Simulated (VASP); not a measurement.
Si, 4 atoms in the cell. It takes space group I4/mmm (No. 139, tetragonal). The conventional cell has a = 6.551 Å, b = 6.551 Å, c = 3.960 Å, α = 90.00°, β = 90.00°, γ = 90.00°. Si (site symmetry m2m) has 4 Si at 2.34 to 2.38 Å within 3.1 Å.  This cell differs from its parent crystal: strain -0.015 along x and y, +0.030 along z.

```yaml
Program: VASP 6.6.1
Task: single point
Functional: PBEsol
Potentials_or_basis: VASP PAW PBE potentials, release 64 (Si)
Cutoff: 520 eV
k_mesh: 10 × 10 × 10
Occupations: gaussian, width 0.03 eV
Spin: no spin polarisation
Dipole_correction: no
Further_INCAR_settings: ALGO = Normal; EDIFF = 1e-06; NBANDS = 16
```

Potentials or basis: VASP PAW PBE potentials, release 64 (Si).

The run is started by

```sh
$ cat potpaw_PBE.64/Si/POTCAR > POTCAR
$ mpirun -np 1 vasp_std > vasp.out
```

Hardware: 1 thread of Intel(R) Xeon(R) 6975P-C (Granite Rapids), with other jobs on the host.

**Question.** Estimate the wall time of this run.

**Answer.** Run time: 59 s on 1 thread of Intel(R) Xeon(R) 6975P-C (Granite Rapids), with other jobs on the host, peak memory 0.28 GiB. Counts: scf iterations 13, k points 102.
